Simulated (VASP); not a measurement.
# ScGa3N2 (P3m1) in VASP: relaxation of cell and atoms with PBE

Aim: the relaxation of cell and atoms of ScGa3N2 with PBE.

Program: VASP 6.6.1. These are calculated values, not measurements. Logs are shortened: lines on timing, memory, paths and dates and some standing lists are left out, and cuts for length are marked.

## (1) The cell of the first run

The structure is trigonal, space group P3m1 (No. 156). The conventional cell has a = 3.229 Å, b = 3.229 Å, c = 10.039 Å, α = 90.00°, β = 90.00°, γ = 120.00°. Sc (site symmetry 3m) has 1 N at 2.05 Å within 2.7 Å. Within 2.6 Å of Ga (site symmetry 3m) lie 3 N at 1.99 Å. Ga (site symmetry 3m) has 3 Sc at 2.96 Å and 9 Ga at 3.02 to 3.23 Å and 1 N at 3.08 Å within 3.9 Å. Within 2.6 Å of Ga (site symmetry 3m) lie 4 N at 1.97 to 1.98 Å. N (site symmetry 3m) has 3 Ga at 1.97 Å and 1 Sc at 2.05 Å within 2.6 Å. N (site symmetry 3m) has 4 Ga at 1.98 to 1.99 Å within 2.6 Å.

The cell was generated, and may not be a known phase.

## (2) Relaxation of cell and atoms, PBE

File INCAR:

```
SYSTEM = ScGa3N2
ALGO     = Normal         ! electronic algorithm
EDIFF    = 1E-7           ! SCF threshold, eV
EDIFFG   = -0.01          ! ionic threshold
ENCUT    = 600            ! plane-wave cutoff, eV
GGA      = PE             ! functional
IBRION   = 2              ! ionic algorithm
ISIF     = 3              ! what is computed and relaxed
ISMEAR   = 0              ! smearing method
LASPH    = .TRUE.         ! aspherical terms in the spheres
LCHARG   = .FALSE.        ! write CHGCAR
LREAL    = .FALSE.        ! projectors in reciprocal space
LWAVE    = .FALSE.        ! write WAVECAR
NELM     = 60             ! most SCF steps
NSW      = 100            ! ionic steps
PREC     = Accurate       ! precision mode
SIGMA    = 0.1            ! smearing width, eV
```

File KPOINTS:

```
k-points
0
G
  12 12 4
  0 0 0
```

File POSCAR:

```
ScGa3N2
1.0
    3.2285916632      0.0000000000      0.0000000000
   -1.6142958316      2.7960423988      0.0000000000
    0.0000000000      0.0000000000     10.0393055236
Sc Ga N
1 3 2
Direct
    0.6666666667      0.3333333333      0.7289856563
    0.6666666667      0.3333333333      0.2637318826
    0.0000000000      0.0000000000      0.5000838736
    0.0000000000      0.0000000000      0.9957396844
    0.6666666667      0.3333333333      0.9333963996
    0.0000000000      0.0000000000      0.1934552435
```

Potentials or basis: VASP PAW PBE potentials, release 64 (Sc_sv, Ga_d, N).

Started as:

```sh
$ cat potpaw_PBE.64/Sc_sv/POTCAR potpaw_PBE.64/Ga_d/POTCAR potpaw_PBE.64/N/POTCAR > POTCAR
$ mpirun -np 1 vasp_std > vasp.out
```

OUTCAR:

```text
SYSTEM = ScGa3N2
   EDIFF = 1E-7
   EDIFFG = -0.01
   ENCUT = 600
   GGA = PE
   IBRION = 2
   ISIF = 3
   ISMEAR = 0
   LASPH = .TRUE.
   LREAL = .FALSE.
   NELM = 60
   NSW = 100
   PREC = Accurate

 ion  position               nearest neighbor table
   1  0.667  0.333  0.729-   5 2.05   3 2.96   3 2.96   3 2.96
   2  0.667  0.333  0.264-   6 1.99   6 1.99   6 1.99
   3  0.000  0.000  0.500-   1 2.96   1 2.96   1 2.96
   4  0.000  0.000  0.996-   5 1.97   5 1.97   5 1.97   6 1.98
   5  0.667  0.333  0.933-   4 1.97   4 1.97   4 1.97   1 2.05
   6  0.000  0.000  0.193-   4 1.98   2 1.99   2 1.99   2 1.99

  LATTYP: Found a hexagonal cell.
 ALAT       =     3.2285916632
 C/A-ratio  =     3.1094999216

  Lattice vectors:

 A1 = (   3.2285916632,   0.0000000000,   0.0000000000)
 A2 = (  -1.6142958316,   2.7960423988,   0.0000000000)
 A3 = (   0.0000000000,   0.0000000000,  10.0393055236)

Analysis of symmetry for initial positions (statically):
=====================================================================
 Subroutine PRICEL returns:
 Original cell was already a primitive cell.

 Routine SETGRP: Setting up the symmetry group for a
 hexagonal supercell.

 Subroutine GETGRP returns: Found  6 space group operations
 (whereof  6 operations were pure point group operations)
 out of a pool of 24 trial point group operations.

The static configuration has the point symmetry C_3v.

Analysis of symmetry for dynamics (positions and initial velocities):
=====================================================================
 Subroutine PRICEL returns:
 Original cell was already a primitive cell.

 Routine SETGRP: Setting up the symmetry group for a
 hexagonal supercell.

 Subroutine GETGRP returns: Found  6 space group operations
 (whereof  6 operations were pure point group operations)
 out of a pool of 24 trial point group operations.

The dynamic configuration has the point symmetry C_3v.

 Subroutine INISYM returns: Found  6 space group operations
 (whereof  6 operations are pure point group operations),
 and found     1 'primitive' translations

----------------------------------------------------------------------------------------

                                     Primitive cell

  volume of cell :      90.6276

  direct lattice vectors                    reciprocal lattice vectors
     3.228591663  0.000000000  0.000000000     0.309732572  0.178824184  0.000000000
[... 112 lines left out ...]
   IMIX   =      4    mixing-type and parameters
     AMIX     =   0.40;   BMIX     =  1.00
     AMIX_MAG =   1.60;   BMIX_MAG =  1.00
  volume/ion in A,a.u.               =      15.10       101.93
  Fermi-wavevector in a.u.,A,eV,Ry     =   1.426828  2.696315 27.699273  2.035839
  Thomas-Fermi vector in A             =   2.547063
   LORBIT       =      0    0 simple, 1 ext, 2 COOP (PROOUT), +10 PAW based schemes
   GGA     = PE    functional components
   LHFCALC =     F    Hartree Fock is set to
   AEXX    =    0.0000 exact exchange contribution
   IVDW    =     0    specifies the selected vdW correction
   LEPSILON=     F    determine dielectric tensor
   LRPA    =     F    only Hartree local field effects (RPA)
 conjugate gradient relaxation of ions
 non-spin polarized calculation
 Gauss-broadening in eV      SIGMA  =   0.10
  energy-cutoff  :      600.00
  volume of cell :       90.63
 maximum number of plane-waves:      3060
 NGX is ok and might be reduce to    28
   NGX = 13   NGY = 13   NGZ = 41

--------------------------------------- Ionic step        1  -------------------------------------------

 number of electron      59.9999997 magnetization

 Free energy of the ion-electron system (eV)
  ---------------------------------------------------
  ext. energy  EPLUGINS =         0.00000000
  ---------------------------------------------------
  free energy    TOTEN  =       -33.40673413 eV

  energy without entropy =      -33.40070587  energy(sigma->0) =      -33.40372000

------------------------ aborting loop because EDIFF is reached ----------------------------------------

  FORCE on cell =-STRESS in cart. coord.  units (eV):
  Direction    XX          YY          ZZ          XY          YZ          ZX
  --------------------------------------------------------------------------------------
  -------------------------------------------------------------------------------------
  Total        0.0315562      0.0315562     -0.1774265      0.0000000     -0.0000000      0.0000000
  in kB        0.5578726      0.5578726     -3.1366683      0.0000000     -0.0000000      0.0000000
  external PRESSURE =      -0.6736410 kB  Pullay stress =       0.0000000 kB
[... 101 lines left out ...]
  FREE ENERGIE OF THE ION-ELECTRON SYSTEM (eV)
  ---------------------------------------------------
  free  energy   TOTEN  =       -33.4081969536 eV

  energy  without entropy=      -33.4020677966  energy(sigma->0) =      -33.40513238

[... ionic steps 4 to 9 ...]

--------------------------------------- Ionic step       10  -------------------------------------------

 number of electron      59.9999999 magnetization

------------------------ aborting loop because EDIFF is reached ----------------------------------------
[... 75 lines left out ...]
--------------------------------------- Ionic step       12  -------------------------------------------

 number of electron      59.9999999 magnetization

 Free energy of the ion-electron system (eV)
  ---------------------------------------------------
  ext. energy  EPLUGINS =         0.00000000
  ---------------------------------------------------
  free energy    TOTEN  =       -33.40963537 eV

  energy without entropy =      -33.40318651  energy(sigma->0) =      -33.40641094

 E-fermi :   5.7947     XC(G=0): -10.9840

 val. band max:        5.7869535312   @ k =   0.3333   0.3333   0.0000
 cond. band min:       5.8170270081   @ k =   0.1667   0.1667   0.0000
 fundamental gap:      0.0300734769
 Fermi energy:         5.7946848584

 k-point     1 :       0.0000    0.0000    0.0000
  band No.  band energies     occupation
      1     -43.7019      2.00000
      2     -22.4000      2.00000
      3     -22.2115      2.00000
      4     -22.2115      2.00000
      5     -11.0939      2.00000
      6     -10.6543      2.00000
[... 925 lines left out ...]
     35       8.7205      0.00000
     36       9.1324      0.00000

 [... further k-points ...]
[... 5 lines left out ...]
  --------------------------------------------------------------------------------------
  -------------------------------------------------------------------------------------
  Total       -0.0205167     -0.0205167     -0.0282929      0.0000000      0.0000000      0.0000000
  in kB       -0.3639396     -0.3639396     -0.5018802      0.0000000      0.0000000      0.0000000
  external PRESSURE =      -0.4099198 kB  Pullay stress =       0.0000000 kB
[... 21 lines left out ...]
  FREE ENERGIE OF THE ION-ELECTRON SYSTEM (eV)
  ---------------------------------------------------
  free  energy   TOTEN  =       -33.4096353694 eV

  energy  without entropy=      -33.4031865074  energy(sigma->0) =      -33.40641094

 reached required accuracy - stopping structural energy minimisation
```

OSZICAR:

```text
N       E                     dE             d eps       ncg     rms          rms(c)
DAV:   1     0.718568240518E+03    0.71857E+03   -0.31422E+04  5328   0.307E+03
DAV:   2     0.907059776642E+02   -0.62786E+03   -0.61509E+03  5176   0.718E+02
DAV:   3    -0.289364190361E+02   -0.11964E+03   -0.11533E+03  6364   0.236E+02
DAV:   4    -0.388179620825E+02   -0.98815E+01   -0.97920E+01  7256   0.689E+01
[... 110 lines left out ...]
DAV:   2    -0.334096416026E+02    0.11539E-05   -0.47758E-04  6220   0.291E-01    0.192E-02
DAV:   3    -0.334096368172E+02    0.47854E-05   -0.59233E-05  7696   0.738E-02    0.682E-03
DAV:   4    -0.334096358162E+02    0.10010E-05   -0.80134E-06  6416   0.349E-02    0.351E-03
DAV:   5    -0.334096354630E+02    0.35320E-06   -0.17215E-06  6944   0.167E-02    0.161E-03
DAV:   6    -0.334096353694E+02    0.93589E-07   -0.36796E-07  4780   0.104E-02
  12 F= -.33409635E+02 E0= -.33406411E+02  d E =-.755533E-05
```

CONTCAR:

```text
ScGa3N2
   1.00000000000000
     3.2332042392630815    0.0000000000000000   -0.0000000000000000
    -1.6166021196315408    2.8000370068476110   -0.0000000000000000
     0.0000000000000000   -0.0000000000000000    9.9767995376614707
  Sc              Ga              N
     1     3     2
Direct
     0.6666666667000030    0.3333333332999970    0.7265616958280746
     0.6666666667000030    0.3333333332999970    0.2651863546153632
     0.0000000000000000    0.0000000000000000    0.5007385169316934
     0.0000000000000000    0.0000000000000000    0.9954933771557010
     0.6666666667000030    0.3333333332999970    0.9329464492646666
     0.0000000000000000    0.0000000000000000    0.1944663462044914

  0.00000000E+00  0.00000000E+00  0.00000000E+00
  0.00000000E+00  0.00000000E+00  0.00000000E+00
  0.00000000E+00  0.00000000E+00  0.00000000E+00
  0.00000000E+00  0.00000000E+00  0.00000000E+00
  0.00000000E+00  0.00000000E+00  0.00000000E+00
  0.00000000E+00  0.00000000E+00  0.00000000E+00
```

It took 62 min on 1 thread of Intel Xeon 8259CL, shared host; peak memory 0.43 GiB.

Results:

| Property | Result |
| --- | --- |
| Free energy | -33.4096 eV |
| Relaxed volume | 15.05 Å³/atom |
| Relaxed cell | a = 3.233 Å, b = 3.233 Å, c = 9.977 Å, α = 90.00°, β = 90.00°, γ = 120.00° |
| Space group after relaxing (to 0.1 Å) | P3m1 (No. 156) |
| Energy gained by relaxing | 0.5 meV/atom |
| Ionic steps | 12 |
| Pressure after relaxing | 0.0 GPa |
| Largest force after relaxing | 0.004 eV/Å |
| Band gap on the k mesh | zero (bands 30 and 31 overlap by 0.03 eV) |

Forces in eV/Å, atoms in the order of the input:
```
Sc   0.000  0.000  0.004
Ga   0.000  0.000  0.002
Ga   0.000  0.000 -0.004
Ga   0.000  0.000 -0.004
N    0.000  0.000  0.001
N    0.000  0.000  0.000
```

The path:
| step | energy change (eV) | largest force (eV/Å) | pressure (GPa) | volume (Å³) |
| --- | --- | --- | --- | --- |
| 1 | 0.0000 | 0.1641 | -0.07 | 90.63 |
| 2 | -0.0013 | 0.0568 | -0.07 | 90.54 |
| 3 | -0.0015 | 0.0885 | -0.06 | 90.51 |
| 4 | -0.0023 | 0.0457 | 0.07 | 90.37 |
| 5 | -0.0025 | 0.0627 | 0.15 | 90.30 |
| 6 | -0.0027 | 0.0197 | -0.13 | 90.46 |
| 7 | -0.0027 | 0.0259 | -0.09 | 90.44 |
| 8 | -0.0028 | 0.0156 | -0.03 | 90.36 |
| 9 | -0.0029 | 0.0183 | 0.00 | 90.32 |
| 10 | -0.0029 | 0.0100 | 0.01 | 90.30 |
| 11 | -0.0029 | 0.0117 | 0.02 | 90.29 |
| 12 | -0.0029 | 0.0040 | -0.04 | 90.32 |

Final structure:
```cif
data_structure
_symmetry_space_group_name_H-M 'P 1'
_symmetry_Int_Tables_number 1
_cell_length_a 3.2332
_cell_length_b 3.2332
_cell_length_c 9.9768
_cell_angle_alpha 90.000
_cell_angle_beta 90.000
_cell_angle_gamma 120.000
_cell_volume 90.32
loop_
_atom_site_label
_atom_site_type_symbol
_atom_site_fract_x
_atom_site_fract_y
_atom_site_fract_z
_atom_site_occupancy
Sc1 Sc 0.66667 0.33333 0.72656 1
Ga1 Ga 0.66667 0.33333 0.26519 1
Ga2 Ga 0.00000 0.00000 0.50074 1
Ga3 Ga 0.00000 0.00000 0.99549 1
N1 N 0.66667 0.33333 0.93295 1
N2 N 0.00000 0.00000 0.19447 1
```

Levels at points of the mesh, in eV from the Fermi level:
```
           k point  band 28  band 29  band 30  band 31  band 32  band 33
(0.00, 0.00, 0.00)    -1.97    -1.97    -1.04     1.45     1.45     1.69
(0.50, 0.00, 0.00)    -3.12    -2.79    -1.21     0.38     0.82     1.71
(0.00, 0.00, 0.50)    -1.97    -1.97    -0.89     1.31     1.45     1.45
(0.50, 0.00, 0.50)    -3.11    -3.11    -1.15     0.08     1.10     1.80
```

The gap in the log of VASP goes by the Fermi energy; the results here count the filled bands.